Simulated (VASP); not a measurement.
Input of a VASP 6.6.1 run:

The input INCAR:

```
GGA = RE
ISMEAR = 1
SIGMA = 0.05
LWAVE = F
LCHARG = F
NBANDS = 33
PREC = Accurate
LASPH = T
LREAL = F
ALGO = Normal
EDIFF = 1E-7
NELM = 120
GGA_COMPAT = F
ENCUT = 550
LMAXMIX = 4
```

KPOINTS

```
Automatic mesh
0
Gamma
  14 14 14
  0 0 0
```

The input KPOINTS_OPT:

```
path GXMGRX,MR
12
line-mode
reciprocal
 0.0000000000  0.0000000000  0.0000000000  G
 0.0000000000  0.5000000000  0.0000000000  X

 0.0000000000  0.5000000000  0.0000000000  X
 0.5000000000  0.5000000000  0.0000000000  M

 0.5000000000  0.5000000000  0.0000000000  M
 0.0000000000  0.0000000000  0.0000000000  G

 0.0000000000  0.0000000000  0.0000000000  G
 0.5000000000  0.5000000000  0.5000000000  R

 0.5000000000  0.5000000000  0.5000000000  R
 0.0000000000  0.5000000000  0.0000000000  X

 0.5000000000  0.5000000000  0.0000000000  M
 0.5000000000  0.5000000000  0.5000000000  R
```

File POSCAR:

```
TiAl
1.0
    3.1790640000      0.0000000000      0.0000000000
    0.0000000000      3.1790640000      0.0000000000
    0.0000000000      0.0000000000      3.1790640000
Ti Al
1 1
Direct
    0.0000000000      0.0000000000      0.0000000000
    0.5000000000      0.5000000000      0.5000000000
```

Potentials or basis: VASP PAW PBE potentials, release 64 (Ti_sv, Al).

Run with:

```console
$ cat potpaw_PBE.64/Ti_sv/POTCAR potpaw_PBE.64/Al/POTCAR > POTCAR
$ mpirun -np 1 vasp_std > vasp.out
```

Task: What does it give for the band gap along the path?

Result: Zero within the smearing.

Task: Predict the pressure.

Result: 2.6 GPa.

Levels at the corners of the path, in eV from the Fermi level:
```csv
point,band 5,band 6,band 7,band 8,band 9,band 10
Γ,-9.31,-1.47,-1.47,1.80,1.80,1.80
X,-6.07,-5.23,-0.58,0.14,0.14,2.00
X,-6.07,-5.23,-0.58,0.14,0.14,2.00
M,-5.02,-2.15,-2.15,-1.50,0.70,0.70
M,-5.02,-2.15,-2.15,-1.50,0.70,0.70
Γ,-9.31,-1.47,-1.47,1.80,1.80,1.80
Γ,-9.31,-1.47,-1.47,1.80,1.80,1.80
R,-3.12,-3.12,-3.12,0.67,2.77,2.77
R,-3.12,-3.12,-3.12,0.67,2.77,2.77
X,-6.07,-5.23,-0.58,0.14,0.14,2.00
M,-5.02,-2.15,-2.15,-1.50,0.70,0.70
R,-3.12,-3.12,-3.12,0.67,2.77,2.77
```

Caveat: the PAW data sets were made with another functional, which shifts forces and pressure a little.
